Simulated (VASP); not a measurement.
Runs of VASP 6.6.1 on InAs (rocksalt type). The structure is that of space group Fm-3m (No. 225), or close to it. The cells are those of the table. 

```csv
task,cell,gap on the mesh (eV),pressure (GPa)
single point,"a = 3.851 Å, angles 60.0°, 2 atoms",none,12.8
single point,"a = 3.937 Å, angles 60.0°, 2 atoms",none,5.4
single point,"a = 3.293 Å, angles 60.0°, 2 atoms",none,(b)
single point,"a = 3.463 Å, angles 60.0°, 2 atoms",none,(a)
single point,"a = 3.731 Å, angles 60.0°, 2 atoms",none,27.8
single point,"a = 4.019 Å, angles 60.0°, 2 atoms",none,0.1
relaxation of cell and atoms,"relaxed from a = 3.866 Å, angles 60.0°, 2 atoms",none,0.0
```

Alike in all rows: level r2SCAN; potentials or basis VASP PAW PBE potentials, release 64 (In_d, As); no spin polarisation; k mesh 13 × 13 × 13; cutoff (eV) 550; smearing fermi-dirac 0.05 eV.

Q: Estimate the missing entries.

A: (a) 93.1; (b) 176.2.

Caveats: the PAW data sets were made with another functional, which shifts forces and pressure a little; spin-orbit coupling is left out, which moves the levels of the heavy elements; the cell stands under pressure (at least some runs).

A k mesh can miss the band edges, and the runs leave out spin-orbit coupling on As, In.

A gap of «none» marks levels without a gap at the run's occupations.
